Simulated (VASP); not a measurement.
A run of VASP 6.6.1 is set up as follows.

Contents of INCAR:

```
SYSTEM = BC
  PREC = Accurate
  ENCUT = 520
  EDIFF = 1E-6
  ISMEAR = 0
  SIGMA = 0.1
  LREAL = .FALSE.
  LASPH = .TRUE.
  NELM = 60
  ALGO = Normal
  ISIF = 2
  LWAVE = .FALSE.
  LCHARG = .FALSE.
  GGA = PE
  NBANDS = 24
```

The input KPOINTS:

```
regular mesh
0
G
  6 6 6
  0 0 0
```

POSCAR

```
BC
1.0
   -2.8820692500      2.8820692500      1.7003008500
    2.8820692500     -2.8820692500      1.7003008500
    2.8820692500      2.8820692500     -1.7003008500
B C
4 4
Direct
    0.7841337900      0.7841337900      0.0000000000
    0.5341337900      0.0341337900      0.5000000000
    0.2158662100      0.2158662100      0.0000000000
    0.9658662100      0.4658662100      0.5000000000
    0.6415729900      0.6415729900      0.2831459900
    0.3584270100      0.3584270100      0.7168540100
    0.3915729900      0.6084270100      0.5000000000
    0.1084270100      0.8915729900      0.5000000000
```

Potentials or basis: VASP PAW PBE potentials, release 64 (B, C).

The run is started by

```console
$ cat potpaw_PBE.64/B/POTCAR potpaw_PBE.64/C/POTCAR > POTCAR
$ mpirun -np 1 vasp_std > vasp.out
```

(1) Estimate the largest force.

(2) Estimate the band gap on the k mesh.

(3) Estimate the pressure.

Answers

(1) 3.470 eV/Å.

(2) zero (bands 14 and 15 overlap by 0.68 eV).

(3) 56.6 GPa.

Caveat: the stress differs along the axes, from 49 to 71 GPa; forces of over 1 eV/Å act on the atoms, so gaps and moduli don't describe the material at rest.
